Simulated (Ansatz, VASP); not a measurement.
**Al2Ru: VASP beside Ansatz**

Contents of INCAR:

```
PREC = Accurate
ENCUT = 600
EDIFF = 1E-6
ISMEAR = 0
SIGMA = 0.1
LREAL = F
LASPH = T
NELM = 60
ALGO = Fast
ISIF = 3
LWAVE = F
LCHARG = F
GGA = CA
IBRION = 2
NSW = 100
EDIFFG = -0.005
```

File KPOINTS:

```
Automatic mesh
0
Gamma
  18 18 18
```

File POSCAR:

```
Al2Ru
1.0
   -1.5604216200      1.5604216200      4.2218055900
    1.5604216200     -1.5604216200      4.2218055900
    1.5604216200      1.5604216200     -4.2218055900
Al Ru
2 1
Direct
    0.6592021900      0.6592021900      0.0000000000
    0.3407978100      0.3407978100      0.0000000000
    0.0000000000      0.0000000000      0.0000000000
```

Input for Ansatz:

```yaml
crystal:
  lattice:
    - [-1.56042162, 1.56042162, 4.22180559]
    - [1.56042162, -1.56042162, 4.22180559]
    - [1.56042162, 1.56042162, -4.22180559]
  atoms:
    - { symbol: Al, position: [0.65920219, 0.65920219, 0.0] }
    - { symbol: Al, position: [0.34079781, 0.34079781, 0.0] }
    - { symbol: Ru, position: [0.0, 0.0, 0.0] }
basis:
  ecutwfc: 420
kpoints:
  mp_grid: { grid: [18, 18, 18] }
hamiltonian:
  xc: lda
  pseudopotentials: { kind: paw, azcp: { folder: soft_1 } }
scf:
  occupations: { method: gaussian, width: 0.1 }
output:
  forces: true
  stress: true
  eigenvalues: true
relax:
  adjacent_minimum: "off"
  f_tol: 0.005
  max_steps: 80
  cell: { stress_tol: 0.05 }
```

Alike in both runs: task relaxation of cell and atoms; functional LDA; k mesh 18 × 18 × 18; occupations gaussian, width 0.1 eV; no spin polarisation.

|  | VASP | Ansatz |
| --- | --- | --- |
| version | VASP 6.6.1 | Ansatz 0.2.0 |
| potentials or method | VASP PAW LDA potentials, release 64 (Al, Ru_pv), cutoff 600 eV | scalar-relativistic, plane waves, PAW |
| valence electrons in the cell | 20 | 22 |

```tsv
	VASP	Ansatz	Ansatz less VASP
gap on the k mesh at the Fermi level, each at its own relaxed structure (eV)	none	none	-
relaxed volume (Å³/atom)	13.39	13.37	-0.028
relaxed length of the cell vector where the two differ most in proportion (Å)	4.718	4.715	-0.0028
```

Ansatz warns that its potentials were made for another functional, while VASP's fit it. LDA's correlation is that of Perdew and Zunger in VASP and of Perdew and Wang (1992) in Ansatz. A gap of «none» marks a metal or a gap that the smearing closes. VASP's potentials hold 20 valence electrons a cell and Ansatz's 22, so a difference there can come from the potentials and not from the codes.
